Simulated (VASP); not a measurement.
# Hf (Pm-3m) in VASP: a series of runs

Runs on Hf. Level: PBEsol. Tasks: density of states.

Everything below comes from runs of VASP 6.6.1. Logs are shortened: lines on timing, memory, paths and dates and some standing lists are left out, and cuts for length are marked.

## Step 1: The cell of the first run

Symmetry: Pm-3m, No. 221, cubic system. The conventional cell has a = 2.615 Å, b = 2.615 Å, c = 2.615 Å, α = 90.00°, β = 90.00°, γ = 90.00°. Hf (site symmetry m-3m) has 6 Hf at 2.62 Å within 3.4 Å.

## Step 2: Density of states, PBEsol (volume scaled by 0.76)

Contents of POSCAR:

```
Hf
1.0
    2.6153028387      0.0000000000      0.0000000000
    0.0000000000      2.6153028387      0.0000000000
    0.0000000000      0.0000000000      2.6153028387
Hf
1
Direct
    0.0000000000      0.0000000000      0.0000000000
```

Contents of INCAR.step1:

```
ALGO = Normal ; EDIFF = 1E-6
ENCUT = 520 ; GGA = PS
ISIF = 2 ; ISMEAR = -1
LASPH = T ; LCHARG = T
LMAXMIX = 4 ; LREAL = F
LWAVE = F ; NBANDS = 11
NELM = 80 ; PREC = Accurate
SIGMA = 0.08
```

Contents of KPOINTS.step1:

```
k-points
0
Gamma
  13 13 13
```

Contents of INCAR.step2:

```
ALGO = Normal ; EDIFF = 1E-6
ENCUT = 520 ; GGA = PS
ICHARG = 11 ; ISIF = 2
ISMEAR = -5 ; LASPH = T
LCHARG = F ; LMAXMIX = 4
LORBIT = 11 ; LREAL = F
LWAVE = F ; NBANDS = 11
NEDOS = 1001 ; NELM = 80
PREC = Accurate ; SIGMA = 0.08
```

Contents of KPOINTS.step2:

```
k-points
0
Gamma
  20 20 20
```

Potentials or basis: VASP PAW PBE potentials, release 64 (Hf_pv).

Command:

```sh
cat potpaw_PBE.64/Hf_pv/POTCAR > POTCAR
cp INCAR.step1 INCAR
cp KPOINTS.step1 KPOINTS
mpirun -np 1 vasp_std > vasp.out
cp INCAR.step2 INCAR
cp KPOINTS.step2 KPOINTS
mpirun -np 1 vasp_std > vasp.out
```

OUTCAR:

```text
EDIFF = 1E-6
   ENCUT = 520
   GGA = PS
   ICHARG = 11
   ISIF = 2
   ISMEAR = -5
   LASPH = T
   LORBIT = 11
   LREAL = F
   NELM = 80
   PREC = Accurate

 ion  position               nearest neighbor table
   1  0.000  0.000  0.000-

  LATTYP: Found a simple cubic cell.
 ALAT       =     2.6153028387

  Lattice vectors:

 A1 = (   2.6153028387,   0.0000000000,   0.0000000000)
 A2 = (   0.0000000000,   2.6153028387,   0.0000000000)
 A3 = (   0.0000000000,   0.0000000000,   2.6153028387)

Analysis of symmetry for initial positions (statically):
=====================================================================
 Subroutine PRICEL returns:
 Original cell was already a primitive cell.

 Routine SETGRP: Setting up the symmetry group for a
 simple cubic supercell.

 Subroutine GETGRP returns: Found 48 space group operations
 (whereof 48 operations were pure point group operations)
 out of a pool of 48 trial point group operations.

The static configuration has the point symmetry O_h .

Analysis of symmetry for dynamics (positions and initial velocities):
=====================================================================
 Subroutine PRICEL returns:
 Original cell was already a primitive cell.

 Routine SETGRP: Setting up the symmetry group for a
 simple cubic supercell.

 Subroutine GETGRP returns: Found 48 space group operations
 (whereof 48 operations were pure point group operations)
 out of a pool of 48 trial point group operations.

The dynamic configuration has the point symmetry O_h .

 Subroutine INISYM returns: Found 48 space group operations
 (whereof 48 operations are pure point group operations),
 and found     1 'primitive' translations

----------------------------------------------------------------------------------------

                                     Primitive cell

  volume of cell :      17.8882

  direct lattice vectors                    reciprocal lattice vectors
     2.615302839  0.000000000  0.000000000     0.382364897  0.000000000  0.000000000
     0.000000000  2.615302839  0.000000000     0.000000000  0.382364897  0.000000000
     0.000000000  0.000000000  2.615302839     0.000000000  0.000000000  0.382364897

  length of vectors
     2.615302839  2.615302839  2.615302839     0.382364897  0.382364897  0.382364897

  position of ions in fractional coordinates (direct lattice)
     0.000000000  0.000000000  0.000000000

  ion indices of the primitive-cell ions
   primitive index   ion index
                 1           1

----------------------------------------------------------------------------------------

 KPOINTS: k-points

Automatic generation of k-mesh.
 Grid dimensions read from file:
 generate k-points for:   20   20   20

 Generating k-lattice:

  Cartesian coordinates                     Fractional coordinates (reciprocal lattice)
     0.019118245  0.000000000  0.000000000     0.050000000  0.000000000  0.000000000
     0.000000000  0.019118245  0.000000000     0.000000000  0.050000000  0.000000000
     0.000000000  0.000000000  0.019118245     0.000000000  0.000000000  0.050000000

  Length of vectors
     0.019118245  0.019118245  0.019118245

  Shift w.r.t. Gamma in fractional coordinates (k-lattice)
     0.000000000  0.000000000  0.000000000

 TETIRR: Found   3982 inequivalent tetrahedra from    48000

 Subroutine IBZKPT returns following result:
 ===========================================

 Found    286 irreducible k-points:

 Following reciprocal coordinates:
            Coordinates               Weight
  0.000000  0.000000  0.000000      1.000000
  0.050000  0.000000  0.000000      6.000000
  0.100000  0.000000  0.000000      6.000000
  0.150000  0.000000  0.000000      6.000000
  0.200000  0.000000  0.000000      6.000000
  0.250000  0.000000  0.000000      6.000000
[... 16 lines left out ...]
  0.150000  0.100000  0.000000     24.000000
  0.200000  0.100000  0.000000     24.000000
 [... further k-points ...]
   k-points           NKPTS =    286   k-points in BZ     NKDIM =    286   number of bands    NBANDS=     11
   number of dos      NEDOS =   1001   number of ions     NIONS =      1
   total plane-waves  NPLWV =   8000
   dimension x,y,z NGX =    20 NGY =   20 NGZ =   20
   dimension x,y,z NGXF=    40 NGYF=   40 NGZF=   40
   ions per type =               1
   NGX,Y,Z   is equivalent  to a cutoff of  12.71, 12.71, 12.71 a.u.
   NGXF,Y,Z  is equivalent  to a cutoff of  25.43, 25.43, 25.43 a.u.
 SYSTEM =  unknown system
   PREC   = accura    normal or accurate (medium, high low for compatibility)
   ISTART =      0    job   : 0-new  1-cont  2-samecut
   ICHARG =     11    charge: 1-file 2-atom 10-const
   ISPIN  =      1    spin polarized calculation?
   LNONCOLLINEAR =      F non collinear calculations
   LSORBIT =      F    spin-orbit coupling
   LASPH  =      T    aspherical Exc in radial PAW
   ENCUT  =  520.0 eV  38.22 Ry    6.18 a.u.   4.86  4.86  4.86*2*pi/ulx,y,z
   NELM   =     80;   NELMIN=  2; NELMDL=  0     # of ELM steps
   EDIFF  = 0.1E-05   stopping-criterion for ELM
   LREAL  =      F    real-space projection
   EDIFFG = 0.1E-04   stopping-criterion for IOM
   NSW    =      0    number of steps for IOM
   IBRION =     -1    ionic relax: 0-MD 1-quasi-New 2-CG
   NFREE  =      0    steps in history (QN), initial steepest desc. (CG)
   ISIF   =      2    stress and relaxation
   ISYM   =      2    0-nonsym 1-usesym 2-fastsym
   POTIM  = 0.5000    time-step for ionic-motion
   TEBEG  =    0.0;   TEEND  =   0.0 temperature during run
   PSTRESS=    0.0 pullay stress
   NELECT =      10.0000    total number of electrons
   NUPDOWN=      -1.0000    fix difference up-down
   EMIN   =  10.00;   EMAX   =-10.00  energy-range for DOS
   EFERMI =   0.00;   METHOD = LEGACY
   ISMEAR =    -5;   SIGMA  =   0.08  broadening in eV -4-tet -1-fermi 0-gaus
   EFERMI_NEDOS =   21; number of points for ismear=-14 and -15
   IALGO  =     38    algorithm
   IMIX   =      4    mixing-type and parameters
     AMIX     =   0.40;   BMIX     =  1.00
     AMIX_MAG =   1.60;   BMIX_MAG =  1.00
  volume/ion in A,a.u.               =      17.89       120.72
  Fermi-wavevector in a.u.,A,eV,Ry     =   1.348609  2.548502 24.745559  1.818747
  Thomas-Fermi vector in A             =   2.476264
   LORBIT       =     11    0 simple, 1 ext, 2 COOP (PROOUT), +10 PAW based schemes
   GGA     = PS    functional components
   LHFCALC =     F    Hartree Fock is set to
   AEXX    =    0.0000 exact exchange contribution
   IVDW    =     0    specifies the selected vdW correction
   LEPSILON=     F    determine dielectric tensor
   LRPA    =     F    only Hartree local field effects (RPA)
 non-spin polarized calculation
 Fermi weights with tetrahedron method with Bloechl corrections
  energy-cutoff  :      520.00
  volume of cell :       17.89
 maximum number of plane-waves:       500
 NGX is ok and might be reduce to    20

 number of electron       9.9999999 magnetization

 Free energy of the ion-electron system (eV)
  ---------------------------------------------------
  ext. energy  EPLUGINS =         0.00000000
  ---------------------------------------------------
  free energy    TOTEN  =        -8.92428192 eV

  energy without entropy =       -8.92428192  energy(sigma->0) =       -8.92428192

 E-fermi :   5.9407     XC(G=0): -12.3673

 val. band max:        6.0658826791   @ k =   0.3500   0.1500   0.1500
 cond. band min:       5.9117251488   @ k =   0.4500   0.1500   0.0000
 fundamental gap:     -0.1541575303
 Fermi energy:         5.9406767043

 k-point     1 :       0.0000    0.0000    0.0000
  band No.  band energies     occupation
      1     -22.9608      2.00000
      2     -22.9608      2.00000
      3     -22.9608      2.00000
      4      -1.4372      2.00000
      5       3.5257      2.00000
      6       3.5257      2.00000
      7      14.9830      0.00000
      8      14.9830      0.00000
      9      14.9830      0.00000
     10      19.8765      0.00000
     11      22.1282      0.00000

 k-point     2 :       0.0500    0.0000    0.0000
  band No.  band energies     occupation
      1     -23.0278      2.00000
      2     -22.9554      2.00000
      3     -22.9554      2.00000
      4      -1.3397      2.00000
      5       3.5532      2.00000
      6       3.6378      2.00000
      7      14.7411      0.00000
      8      14.7411      0.00000
      9      14.9973      0.00000
     10      19.8736      0.00000
     11      21.6526      0.00000

 k-point     3 :       0.1000    0.0000    0.0000
  band No.  band energies     occupation
      1     -23.2186      2.00000
      2     -22.9394      2.00000
      3     -22.9394      2.00000
      4      -1.0625      2.00000
      5       3.6342      2.00000
      6       3.9695      2.00000
      7      14.1216      0.00000
      8      14.1216      0.00000
      9      15.0391      0.00000
     10      19.8536      0.00000
     11      20.5967      0.00000

 k-point     4 :       0.1500    0.0000    0.0000
  band No.  band energies     occupation
      1     -23.5063      2.00000
      2     -22.9145      2.00000
      3     -22.9145      2.00000
      4      -0.6446      2.00000
      5       3.7636      2.00000
      6       4.5006      2.00000
      7      13.3176      0.00000
      8      13.3176      0.00000
      9      15.1051      0.00000
     10      19.3226      0.00000
     11      19.9308      0.00000
[... 239 lines left out ...]
 k-point    22 :       0.1000    0.1000    0.0000
  band No.  band energies     occupation
      1     -23.2147      2.00000
      2     -23.1762      2.00000
      3     -22.9181      2.00000
      4      -0.6864      2.00000
      5       3.9105      2.00000
      6       4.2393      2.00000
      7      13.1857      0.00000
      8      13.9684      0.00000
      9      14.4410      0.00000
     10      19.8619      0.00000
     11      21.4062      0.00000

 k-point    23 :       0.1500    0.1000    0.0000
  band No.  band energies     occupation
      1     -23.4833      2.00000
      2     -23.1663      2.00000
      3     -22.8934      2.00000
      4      -0.2693      2.00000
      5       4.0872      2.00000
      6       4.7159      2.00000
      7      12.3465      0.00000
      8      13.3274      0.00000
      9      14.3807      0.00000
     10      19.8244      0.00000
     11      20.3242      0.00000

 k-point    24 :       0.2000    0.1000    0.0000
  band No.  band energies     occupation
      1     -23.8277      2.00000
      2     -23.1330      2.00000
      3     -22.8619      2.00000
      4       0.2382      2.00000
      5       4.2697      2.00000
      6       5.3626      2.13227
      7      11.5135      0.00000
      8      12.5271      0.00000
      9      14.4537      0.00000
     10      19.1229      0.00000
     11      19.9177      0.00000

 [... further k-points ...]

------------------------ aborting loop because EDIFF is reached ----------------------------------------

  FORCE on cell =-STRESS in cart. coord.  units (eV):
  Direction    XX          YY          ZZ          XY          YZ          ZX
  --------------------------------------------------------------------------------------
  -------------------------------------------------------------------------------------
  Total        3.9852692      3.9852692      3.9852692      0.0000000      0.0000000     -0.0000000
  in kB      356.9458067    356.9458067    356.9458067      0.0000000      0.0000000     -0.0000000
  external PRESSURE =     356.9458067 kB  Pullay stress =       0.0000000 kB

 VOLUME and BASIS-vectors are now :
 -----------------------------------------------------------------------------
  energy-cutoff  :      520.00
  volume of cell :       17.89
      direct lattice vectors                 reciprocal lattice vectors
     2.615302839  0.000000000  0.000000000     0.382364897  0.000000000  0.000000000
     0.000000000  2.615302839  0.000000000     0.000000000  0.382364897  0.000000000
     0.000000000  0.000000000  2.615302839     0.000000000  0.000000000  0.382364897

 POSITION                                       TOTAL-FORCE (eV/Angst)
 -----------------------------------------------------------------------------------
      0.00000      0.00000      0.00000         0.000000      0.000000      0.000000
 -----------------------------------------------------------------------------------
    total drift:                               -0.000000     -0.000000     -0.000000

  FREE ENERGIE OF THE ION-ELECTRON SYSTEM (eV)
  ---------------------------------------------------
  free  energy   TOTEN  =        -8.9242819151 eV

  energy  without entropy=       -8.9242819151  energy(sigma->0) =       -8.92428192

 total charge

# of ion       s       p       d       tot
------------------------------------------
    1        0.482   6.338   2.202   9.022
```

Run time: 40 s. Hardware: 1 thread of AMD EPYC 7R13, shared host; peak memory 0.14 GiB.

Results:

| Quantity | Value |
| --- | --- |
| Valence electrons inside the program's atomic spheres | Hf 9.02 |

Levels at points of the mesh, in eV from the Fermi level:
```csv
k point,band 1,band 2,band 3,band 4,band 5,band 6,band 7,band 8,band 9,band 10
"(0.00, 0.00, 0.00)",-28.90,-28.90,-28.90,-7.38,-2.41,-2.41,9.04,9.04,9.04,13.94
"(0.50, 0.00, 0.00)",-31.25,-28.67,-28.67,-3.29,-1.09,0.70,3.71,3.71,9.67,13.76
"(0.50, 0.50, 0.00)",-30.88,-30.88,-28.46,-4.70,-0.50,4.87,4.87,6.75,6.75,12.56
"(0.50, 0.50, 0.50)",-30.54,-30.54,-30.54,-2.51,-2.51,-2.51,6.90,13.00,13.00,13.93
```

Caveat: the cell differs from its parent crystal (volume scaled by 0.76); the PAW data sets were made with another functional, which shifts forces and pressure a little; spin-orbit coupling is left out, which moves the levels of the heavy elements; tetrahedron occupations give inexact forces and stress in metals.

## Step 3: Density of states, PBEsol

This run uses another cell than the first one, of 23.54 Å³/atom, 1.316 times its volume.

Contents of POSCAR:

```
Hf
1.0
    2.8658323962      0.0000000000      0.0000000000
    0.0000000000      2.8658323962      0.0000000000
    0.0000000000      0.0000000000      2.8658323962
Hf
1
Direct
    0.0000000000      0.0000000000      0.0000000000
```

Contents of INCAR.step1:

```
PREC = Accurate
ENCUT = 520
EDIFF = 1E-6
ISMEAR = -1
SIGMA = 0.08
LREAL = F
LASPH = T
NELM = 80
ALGO = Normal
ISIF = 2
LWAVE = F
LCHARG = T
LMAXMIX = 4
GGA = PS
NBANDS = 11
```

Contents of KPOINTS.step1:

```
regular mesh
0
Gamma
  13 13 13
```

Contents of INCAR.step2:

```
PREC = Accurate
ENCUT = 520
EDIFF = 1E-6
ISMEAR = -5
SIGMA = 0.08
LREAL = F
LASPH = T
NELM = 80
ALGO = Normal
ISIF = 2
LWAVE = F
LCHARG = F
LMAXMIX = 4
GGA = PS
LORBIT = 11
NEDOS = 2001
ICHARG = 11
```

Contents of KPOINTS.step2:

```
regular mesh
0
Gamma
  20 20 20
```

Potentials or basis: VASP PAW PBE potentials, release 64 (Hf_pv).

Command:

```sh
cat potpaw_PBE.64/Hf_pv/POTCAR > POTCAR
cp INCAR.step1 INCAR
cp KPOINTS.step1 KPOINTS
mpirun -np 1 vasp_std > vasp.out
cp INCAR.step2 INCAR
cp KPOINTS.step2 KPOINTS
mpirun -np 1 vasp_std > vasp.out
```

Run time: 55 s. Hardware: 1 thread of AMD EPYC 7R13, shared host; peak memory 0.16 GiB.

The run converged. Its results:

```
Valence electrons inside the program's atomic spheres : Hf 8.44
```

Levels at points of the mesh, in eV from the Fermi level:
| k point | band 3 | band 4 | band 5 | band 6 | band 7 | band 8 |
| --- | --- | --- | --- | --- | --- | --- |
| (0.00, 0.00, 0.00) | -29.77 | -6.63 | -1.53 | -1.53 | 6.82 | 6.82 |
| (0.50, 0.00, 0.00) | -29.67 | -3.19 | -0.58 | 0.02 | 3.16 | 3.16 |
| (0.50, 0.50, 0.00) | -29.58 | -3.06 | -0.62 | 3.94 | 3.94 | 4.73 |
| (0.50, 0.50, 0.50) | -30.56 | -1.42 | -1.42 | -1.42 | 6.96 | 9.50 |

Caveat: the PAW data sets were made with another functional, which shifts forces and pressure a little; spin-orbit coupling is left out, which moves the levels of the heavy elements; tetrahedron occupations give inexact forces and stress in metals.

## Step 4: Density of states, PBEsol (volume scaled by 0.45)

Contents of POSCAR:

```
Hf
1.0
    2.1961143969      0.0000000000      0.0000000000
    0.0000000000      2.1961143969      0.0000000000
    0.0000000000      0.0000000000      2.1961143969
Hf
1
Direct
    0.0000000000      0.0000000000      0.0000000000
```

Contents of INCAR.step1:

```
  ALGO = Normal
  EDIFF = 1E-6
  ENCUT = 400
  GGA = PS
  GGA_COMPAT = False
  ISIF = 2
  ISMEAR = -1
  LASPH = True
  LCHARG = True
  LMAXMIX = 4
  LORBIT = 11
  LREAL = False
  LWAVE = False
  NBANDS = 11
  NEDOS = 2001
  NELM = 120
  PREC = Accurate
  SIGMA = 0.08
```

Contents of KPOINTS.step1:

```
k-points
0
Gamma
  13 13 13
```

Contents of INCAR.step2:

```
  ALGO = Normal
  EDIFF = 1E-6
  ENCUT = 400
  GGA = PS
  GGA_COMPAT = False
  ICHARG = 11
  ISIF = 2
  ISMEAR = -5
  LASPH = True
  LCHARG = False
  LMAXMIX = 4
  LORBIT = 10
  LREAL = False
  LWAVE = False
  NEDOS = 2001
  NELM = 120
  PREC = Accurate
  SIGMA = 0.08
```

Contents of KPOINTS.step2:

```
k-points
0
Gamma
  20 20 20
```

Potentials or basis: VASP PAW PBE potentials, release 64 (Hf_pv).

Command:

```sh
cat potpaw_PBE.64/Hf_pv/POTCAR > POTCAR
cp INCAR.step1 INCAR
cp KPOINTS.step1 KPOINTS
mpirun -np 1 vasp_std > vasp.out
cp INCAR.step2 INCAR
cp KPOINTS.step2 KPOINTS
mpirun -np 1 vasp_std > vasp.out
```

OUTCAR:

```text
EDIFF = 1E-6
   ENCUT = 400
   GGA = PS
   ICHARG = 11
   ISIF = 2
   ISMEAR = -5
   LASPH = True
   LORBIT = 10
   LREAL = False
   NELM = 120
   PREC = Accurate

 ion  position               nearest neighbor table
   1  0.000  0.000  0.000-

  LATTYP: Found a simple cubic cell.
 ALAT       =     2.1961143969

  Lattice vectors:

 A1 = (   2.1961143969,   0.0000000000,   0.0000000000)
 A2 = (   0.0000000000,   2.1961143969,   0.0000000000)
 A3 = (   0.0000000000,   0.0000000000,   2.1961143969)

Analysis of symmetry for initial positions (statically):
[... 470 lines left out ...]

  FORCE on cell =-STRESS in cart. coord.  units (eV):
  Direction    XX          YY          ZZ          XY          YZ          ZX
  --------------------------------------------------------------------------------------
  -------------------------------------------------------------------------------------
  Total       20.4275251     20.4275251     20.4275251      0.0000000     -0.0000000      0.0000000
  in kB     3090.0211913   3090.0211913   3090.0211913      0.0000000     -0.0000000      0.0000000
  external PRESSURE =    3090.0211913 kB  Pullay stress =       0.0000000 kB

 VOLUME and BASIS-vectors are now :
 -----------------------------------------------------------------------------
  energy-cutoff  :      400.00
  volume of cell :       10.59
      direct lattice vectors                 reciprocal lattice vectors
     2.196114397  0.000000000  0.000000000     0.455349686  0.000000000  0.000000000
     0.000000000  2.196114397  0.000000000     0.000000000  0.455349686  0.000000000
     0.000000000  0.000000000  2.196114397     0.000000000  0.000000000  0.455349686

 POSITION                                       TOTAL-FORCE (eV/Angst)
 -----------------------------------------------------------------------------------
      0.00000      0.00000      0.00000         0.000000      0.000000      0.000000
 -----------------------------------------------------------------------------------
    total drift:                               -0.000000     -0.000000     -0.000000

  FREE ENERGIE OF THE ION-ELECTRON SYSTEM (eV)
  ---------------------------------------------------
  free  energy   TOTEN  =        -3.2742550646 eV

  energy  without entropy=       -3.2742550646  energy(sigma->0) =       -3.27425506

 total charge

# of ion       s       p       d       tot
------------------------------------------
    1        0.567   6.770   3.625  10.963
```

Wall time 5.3 s (1 thread of Intel Xeon 6975P-C (Granite Rapids), shared host); peak memory 0.13 GiB.

Caveat: the cell differs from its parent crystal (volume scaled by 0.45); the PAW data sets were made with another functional, which shifts forces and pressure a little; spin-orbit coupling is left out, which moves the levels of the heavy elements; tetrahedron occupations give inexact forces and stress in metals.
